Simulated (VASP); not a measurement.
Wanted: the native input for a VASP 6.6.1 run.

```yaml
Task: electric field gradients
Functional: PBE
Potentials_or_basis: VASP PAW PBE potentials, release 64 (Ti_sv, Si)
Cutoff: 520 eV
k_mesh: 8 × 8 × 8
Occupations: fermi-dirac, width 0.08 eV
Spin: no spin polarisation
Dipole_correction: no
Further_INCAR_settings: ALGO = Normal; EDIFF = 1e-08; NBANDS = 29
```

The structure of TiSi2 lies in POSCAR:

```
TiSi2
1.0
    0.0000000000      4.1452723180      4.2897226768
    2.4023050964      0.0000000000      4.2897226768
    2.4023050964      4.1452723180      0.0000000000
Ti Si
2 4
Direct
    0.7500000000      0.7500000000      0.7500000000
    0.5000000000      0.5000000000      0.5000000000
    0.0830000000      0.4170000000      0.0830000000
    0.4170000000      0.0830000000      0.4170000000
    0.1670000000      0.8330000000      0.1670000000
    0.8330000000      0.1670000000      0.8330000000
```

One way to write it, as run:

INCAR

```
SYSTEM = TiSi2
PREC = Accurate ; ENCUT = 520
EDIFF = 1E-8 ; ISMEAR = -1
SIGMA = 0.08 ; LREAL = .FALSE.
LASPH = .TRUE. ; NELM = 80
ALGO = Normal ; ISIF = 2
LWAVE = .FALSE. ; LCHARG = .FALSE.
GGA = PE ; LEFG = .TRUE.
NBANDS = 29
```

KPOINTS

```
regular mesh
0
G
  8 8 8
  0 0 0
```

Potentials or basis: VASP PAW PBE potentials, release 64 (Ti_sv, Si).

Launch:

```bash
$ cat potpaw_PBE.64/Ti_sv/POTCAR potpaw_PBE.64/Si/POTCAR > POTCAR
$ mpirun -np 1 vasp_std > vasp.out
```

It gave:

```yaml
Pressure: -0.6 GPa
Largest_force: 0.197 eV/Å
Band_gap_on_the_k_mesh: zero (bands 20 and 21 overlap by 1.81 eV)
Largest_electric_field_gradient_by_atom: Ti +10.2; Si -34.7 V/Å²
```

Caveat: without QUAD_EFG the Cq values of the log hold for a quadrupole moment of 1 mb, not for the nuclei.

Wall time 7.6 min on 1 thread of AMD EPYC 7R43 64-Core Processor (Zen 3), on a shared host, peak memory 0.33 GiB.
